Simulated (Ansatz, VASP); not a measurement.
This is a calculation of Ru for Ansatz 0.2.0.

The input input.yaml:

```yaml
crystal:
  lattice:
    - [2.7058, 0.0, 0.0]
    - [-1.3529, 2.3432915376, 0.0]
    - [0.0, 0.0, 4.2819]
  atoms:
    - { symbol: Ru, position: [0.6666666667, 0.3333333333, 0.75] }
    - { symbol: Ru, position: [0.3333333333, 0.6666666667, 0.25] }
hamiltonian:
  xc: pbesol
  pseudopotentials: { kind: paw }
  dispersion: d3bj
kpoints:
  mp_grid: { grid: [11, 11, 6] }
scf:
  occupations: { method: fermi_dirac, width: 0.05 }
output:
  forces: true
  stress: true
relax:
  f_tol: 0.01
  max_steps: 40
  cell: { stress_tol: 0.05 }
```

Potentials or basis: Ansatz PAW.

The run is started by

```sh
$ ansatz run input.yaml --threads 2 --pin off --max-ram 5632MiB --backend cpu --events-out ev --progress --plain --runs-dir out
```

Task: Translate it to VASP 6.6.1. Potentials there: VASP PAW PBE potentials, release 64 (Ru_pv).

Result: As run (the cutoff follows the program's own potentials):

Contents of INCAR:

```
SYSTEM = Ru
PREC     = Accurate       ! precision mode
ENCUT    = 600            ! plane-wave cutoff, eV
EDIFF    = 1E-6           ! SCF threshold, eV
ISMEAR   = -1             ! smearing method
SIGMA    = 0.05           ! smearing width, eV
LREAL    = .False.        ! projectors in reciprocal space
LASPH    = .True.         ! aspherical terms in the spheres
NELM     = 100            ! most SCF steps
ALGO     = Normal         ! electronic algorithm
ISIF     = 3              ! what is computed and relaxed
LWAVE    = .False.        ! write WAVECAR
LCHARG   = .False.        ! write CHGCAR
GGA      = PS             ! functional
IVDW     = 12             ! dispersion correction
IBRION   = 2              ! ionic algorithm
NSW      = 60             ! ionic steps
EDIFFG   = -0.01          ! ionic threshold
```

Contents of KPOINTS:

```
regular mesh
0
Gamma
  11 11 6
  0 0 0
```

File POSCAR:

```
Ru
1.0
    2.7058000000      0.0000000000      0.0000000000
   -1.3529000000      2.3432915376      0.0000000000
    0.0000000000      0.0000000000      4.2819000000
Ru
2
Direct
    0.6666666667      0.3333333333      0.7500000000
    0.3333333333      0.6666666667      0.2500000000
```

Potentials or basis: VASP PAW PBE potentials, release 64 (Ru_pv).

Run with:

```console
$ cat potpaw_PBE.64/Ru_pv/POTCAR > POTCAR
$ mpirun -np 1 vasp_std > vasp.out
```

Both were run:

|  | VASP | Ansatz | Ansatz less VASP |
| --- | --- | --- | --- |
| relaxed volume (Å³/atom) | 13.04 | 13.04 | 0.000 |
| relaxed cell length with the largest relative difference (Å) | 4.227 | 4.228 | +0.0004 |

VASP's potentials were made for PBE, not for PBEsol. VASP's potentials hold 28 valence electrons a cell and Ansatz's 32, so a difference there can come from the potentials and not from the codes.

Noted on Ansatz's run: the plane-wave basis is chosen anew once the cell has moved, so the energies of steps on either side of that aren't comparable.
